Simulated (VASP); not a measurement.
# ScAl (Pm-3m) in VASP: a series of runs, part 2 of 2

VASP 6.6.1. The steps go on from the part before.

## Step 3: Relaxation of cell and atoms, PBEsol

This run uses another cell than the first one, of 18.70 Å³/atom, 0.997 times its volume.

File INCAR:

```
  PREC = Accurate
  ENCUT = 600
  EDIFF = 1E-7
  ISMEAR = -1
  SIGMA = 0.15
  LREAL = F
  LASPH = T
  NELM = 60
  ALGO = Normal
  ISIF = 3
  LWAVE = F
  LCHARG = F
  GGA = PS
  IBRION = 2
  NSW = 80
  EDIFFG = -0.001
```

File KPOINTS:

```
regular mesh
0
Gamma
  12 12 12
```

File POSCAR:

```
ScAl
1.0
    3.3444038939      0.0000000000      0.0000000000
    0.0000000000      3.3444038939      0.0000000000
    0.0000000000      0.0000000000      3.3444038939
Sc Al
1 1
Direct
    0.5000000000      0.5000000000      0.5000000000
    0.0000000000      0.0000000000      0.0000000000
```

Potentials or basis: VASP PAW PBE potentials, release 64 (Sc_sv, Al).

Launch:

```bash
> cat potpaw_PBE.64/Sc_sv/POTCAR potpaw_PBE.64/Al/POTCAR > POTCAR
> mpirun -np 1 vasp_std > vasp.out
```

It took 71 s on 1 thread of Intel Xeon Platinum 8259CL at 2.50GHz (Skylake/Cascade Lake), shared host; peak memory 0.19 GiB.

The run converged. Its results:

```yaml
Free_energy: -11.6572 eV
Relaxed_volume: 18.80 Å³/atom
Relaxed_cell: a = 3.350 Å, b = 3.350 Å, c = 3.350 Å, α = 90.00°, β = 90.00°, γ = 90.00°
Space_group_after_relaxing_to_0.05_Å: Pm-3m (No. 221)
Energy_gained_by_relaxing: 0.1 meV/atom
Ionic_steps: 3
Pressure_after_relaxing: 0.0 GPa
Band_gap_on_the_k_mesh: zero (band 7 reaches 6.45 eV, above the bottom of band 8 at 5.26 eV)
```

Step by step:
| step | energy change (eV) | largest force (eV/Å) | pressure (GPa) | volume (Å³) |
| --- | --- | --- | --- | --- |
| 1 | 0.0000 | 0.0000 | 0.42 | 37.41 |
| 2 | -0.0002 | 0.0000 | -0.15 | 37.67 |
| 3 | -0.0002 | 0.0000 | 0.00 | 37.60 |

Final structure:
```
Sc Al
1.0
     3.35011    0.00000    0.00000
     0.00000    3.35011    0.00000
     0.00000    0.00000    3.35011
Sc Al
1 1
Direct
  0.50000 0.50000 0.50000
  0.00000 0.00000 0.00000
```

Levels at points of the mesh, in eV from the Fermi level:
```tsv
k point	band 5	band 6	band 7	band 8	band 9	band 10
(0.00, 0.00, 0.00)	-8.51	-0.68	-0.68	2.79	2.79	2.79
(0.50, 0.00, 0.00)	-5.66	-4.58	0.28	0.82	0.82	3.03
(0.50, 0.50, 0.00)	-4.72	-1.83	-1.83	-0.83	1.58	1.58
(0.50, 0.50, 0.50)	-2.57	-2.57	-2.57	-0.34	2.97	2.97
```

Caveat: the PAW data sets were made with another functional, which shifts forces and pressure a little.

## Step 4: Relaxation of cell and atoms, PBEsol

File INCAR:

```
SYSTEM = ScAl
PREC = Accurate ; ENCUT = 600
EDIFF = 1E-6 ; ISMEAR = -1
SIGMA = 0.15 ; LREAL = .False.
LASPH = .True. ; NELM = 60
ALGO = Normal ; ISIF = 3
LWAVE = .False. ; LCHARG = .False.
GGA = PS ; IBRION = 2
NSW = 80 ; EDIFFG = -0.001
```

File KPOINTS:

```
Automatic mesh
0
Gamma
  12 12 12
  0 0 0
```

File POSCAR:

```
ScAl
1.0
    3.3478901151      0.0000000000      0.0000000000
    0.0000000000      3.3478901151      0.0000000000
    0.0000000000      0.0000000000      3.3478901151
Sc Al
1 1
Direct
    0.5000000000      0.5000000000      0.5000000000
    0.0000000000      0.0000000000      0.0000000000
```

Launch:

```bash
> cat potpaw_PBE.64/Sc_sv/POTCAR potpaw_PBE.64/Al/POTCAR > POTCAR
> mpirun -np 1 vasp_std > vasp.out
```

Wall time 56 s (1 thread of Intel Xeon Platinum 8259CL at 2.50GHz (Skylake/Cascade Lake), shared host); peak memory 0.19 GiB.

The run converged. Its results:

- Free energy: -11.6572 eV
- Relaxed volume: 18.80 Å³/atom
- Relaxed cell: a = 3.350 Å, b = 3.350 Å, c = 3.350 Å, α = 90.00°, β = 90.00°, γ = 90.00°
- Space group after relaxing (to 0.05 Å): Pm-3m (No. 221)
- Energy gained by relaxing: 0.0 meV/atom
- Ionic steps: 3
- Pressure after relaxing: 0.0 GPa
- Band gap on the k mesh: zero (band 7 reaches 6.45 eV, above the bottom of band 8 at 5.26 eV)

Final structure:
```yaml
crystal:
  lattice:
    - [3.35010, 0.00000, 0.00000]
    - [0.00000, 3.35010, 0.00000]
    - [0.00000, 0.00000, 3.35010]
  atoms:
    - { symbol: Sc, position: [0.50000, 0.50000, 0.50000] }
    - { symbol: Al, position: [0.00000, 0.00000, 0.00000] }
```

Levels at points of the mesh, in eV from the Fermi level:
| k point | band 3 | band 4 | band 5 | band 6 | band 7 | band 8 | band 9 | band 10 | band 11 |
| --- | --- | --- | --- | --- | --- | --- | --- | --- | --- |
| (0.00, 0.00, 0.00) | -27.82 | -27.82 | -8.51 | -0.68 | -0.68 | 2.79 | 2.79 | 2.79 | 3.83 |
| (0.50, 0.00, 0.00) | -27.80 | -27.80 | -5.66 | -4.58 | 0.28 | 0.82 | 0.82 | 3.03 | 3.93 |
| (0.50, 0.50, 0.00) | -27.98 | -27.78 | -4.72 | -1.83 | -1.83 | -0.83 | 1.58 | 1.58 | 3.81 |
| (0.50, 0.50, 0.50) | -27.96 | -27.96 | -2.57 | -2.57 | -2.57 | -0.34 | 2.97 | 2.97 | 2.97 |

Caveat: the PAW data sets were made with another functional, which shifts forces and pressure a little.

## Step 5: Single point, PBEsol

This run uses another cell than the first one, of 17.22 Å³/atom, 0.918 times its volume.

File INCAR:

```
PREC = Accurate
ENCUT = 520
EDIFF = 1E-7
ISMEAR = 0
SIGMA = 0.1
LREAL = F
LASPH = T
NELM = 100
ALGO = Normal
ISIF = 2
LWAVE = F
LCHARG = F
GGA = PS
NBANDS = 14
```

File KPOINTS:

```
regular mesh
0
Gamma
  12 12 12
```

File POSCAR:

```
ScAl
1.0
    3.2533355339      0.0000000000      0.0000000000
    0.0000000000      3.2533355339      0.0000000000
    0.0000000000      0.0000000000      3.2533355339
Sc Al
1 1
Direct
    0.5000000000      0.5000000000      0.5000000000
    0.0000000000      0.0000000000      0.0000000000
```

Potentials or basis: VASP PAW PBE potentials, release 64 (Sc_sv, Al).

Launch:

```bash
> cat potpaw_PBE.64/Sc_sv/POTCAR potpaw_PBE.64/Al/POTCAR > POTCAR
> mpirun -np 1 vasp_std > vasp.out
```

OUTCAR:

```text
PREC = Accurate
   ENCUT = 520
   EDIFF = 1E-7
   ISMEAR = 0
   LREAL = F
   LASPH = T
   NELM = 100
   ISIF = 2
   GGA = PS

 ion  position               nearest neighbor table
   1  0.500  0.500  0.500-   2 2.82   2 2.82   2 2.82   2 2.82   2 2.82   2 2.82   2 2.82   2 2.82

   2  0.000  0.000  0.000-   1 2.82   1 2.82   1 2.82   1 2.82   1 2.82   1 2.82   1 2.82   1 2.82

  LATTYP: Found a simple cubic cell.
 ALAT       =     3.2533355339

  Lattice vectors:

[... 585 lines left out ...]
      8       7.1119      0.00001
      9       8.2993      0.00000
     10       8.7683      0.00000
     11      10.9344      0.00000
     12      12.4620      0.00000
     13      13.4364      0.00000
     14      15.0531      0.00000

 [... further k-points ...]
[... 5 lines left out ...]
  --------------------------------------------------------------------------------------
  -------------------------------------------------------------------------------------
  Total        1.7595013      1.7595013      1.7595013     -0.0000000     -0.0000000      0.0000000
  in kB       81.8678896     81.8678896     81.8678896     -0.0000000     -0.0000000      0.0000000
  external PRESSURE =      81.8678896 kB  Pullay stress =       0.0000000 kB

 VOLUME and BASIS-vectors are now :
 -----------------------------------------------------------------------------
  energy-cutoff  :      520.00
  volume of cell :       34.43
      direct lattice vectors                 reciprocal lattice vectors
     3.253335534  0.000000000  0.000000000     0.307376841  0.000000000  0.000000000
     0.000000000  3.253335534  0.000000000     0.000000000  0.307376841  0.000000000
     0.000000000  0.000000000  3.253335534     0.000000000  0.000000000  0.307376841

 POSITION                                       TOTAL-FORCE (eV/Angst)
 -----------------------------------------------------------------------------------
      1.62667      1.62667      1.62667         0.000000      0.000000      0.000000
      0.00000      0.00000      0.00000         0.000000      0.000000      0.000000
 -----------------------------------------------------------------------------------
    total drift:                                0.000000     -0.000000     -0.000000

  FREE ENERGIE OF THE ION-ELECTRON SYSTEM (eV)
  ---------------------------------------------------
  free  energy   TOTEN  =       -11.5517056949 eV

  energy  without entropy=      -11.5487208778  energy(sigma->0) =      -11.55021329
```

OSZICAR:

```text
N       E                     dE             d eps       ncg     rms          rms(c)
DAV:   1     0.122336168940E+03    0.12234E+03   -0.66837E+03  2376   0.957E+02
DAV:   2    -0.929542000725E+01   -0.13163E+03   -0.12768E+03  2390   0.316E+02
DAV:   3    -0.125804080895E+02   -0.32850E+01   -0.32184E+01  3448   0.630E+01
DAV:   4    -0.126477378261E+02   -0.67330E-01   -0.67302E-01  2882   0.729E+00
DAV:   5    -0.126504219941E+02   -0.26842E-02   -0.26841E-02  3460   0.137E+00    0.884E+00
DAV:   6    -0.116156235883E+02    0.10348E+01   -0.17194E+00  3612   0.198E+01    0.273E+00
DAV:   7    -0.115651423825E+02    0.50481E-01   -0.98737E-02  3828   0.349E+00    0.108E+00
DAV:   8    -0.115522291666E+02    0.12913E-01   -0.13890E-02  3346   0.133E+00    0.276E-01
DAV:   9    -0.115517519903E+02    0.47718E-03   -0.14334E-03  3638   0.642E-01    0.115E-01
DAV:  10    -0.115517129589E+02    0.39031E-04   -0.24175E-04  3600   0.222E-01    0.303E-02
DAV:  11    -0.115517069799E+02    0.59790E-05   -0.37680E-05  3546   0.102E-01    0.120E-02
DAV:  12    -0.115517057181E+02    0.12618E-05   -0.44326E-06  3478   0.356E-02    0.291E-03
DAV:  13    -0.115517056949E+02    0.23248E-07   -0.66421E-08  1658   0.270E-03
   1 F= -.11551706E+02 E0= -.11550213E+02  d E =-.298482E-02
```

It took 31 s on 1 thread of Intel Xeon Platinum 8259CL at 2.50GHz (Skylake/Cascade Lake), shared host; peak memory 0.16 GiB.

What came out:

| Item | Value |
| --- | --- |
| Free energy | -11.5517 eV |
| Pressure | 8.2 GPa |
| Band gap on the k mesh | zero (band 7 reaches 7.13 eV, above the bottom of band 8 at 5.93 eV) |

Caveat: the PAW data sets were made with another functional, which shifts forces and pressure a little.

## Step 6: The runs side by side

| task | cell | cutoff (eV) | smearing | gap on the mesh (eV) | pressure (GPa) | relaxed volume (Å³/atom) |
| --- | --- | --- | --- | --- | --- | --- |
| single point | a = 3.348 Å, 2 atoms | 520 | fermi-dirac 0.15 eV | none | 0.1 | - |
| relaxation of cell and atoms | relaxed from a = 3.344 Å, 2 atoms | 600 | fermi-dirac 0.15 eV | none | 0.0 | 18.80 |
| relaxation of cell and atoms | relaxed from a = 3.348 Å, 2 atoms | 600 | fermi-dirac 0.15 eV | none | 0.0 | 18.80 |
| single point | a = 3.253 Å, 2 atoms | 520 | gaussian 0.1 eV | none | 8.2 | - |

Alike in all rows: level PBEsol; potentials or basis VASP PAW PBE potentials, release 64 (Sc_sv, Al); no spin polarisation; k mesh 12 × 12 × 12.

Caveats: the PAW data sets were made with another functional, which shifts forces and pressure a little.

Total energies depend on the potentials used, so only differences within one code and one set of settings carry meaning.
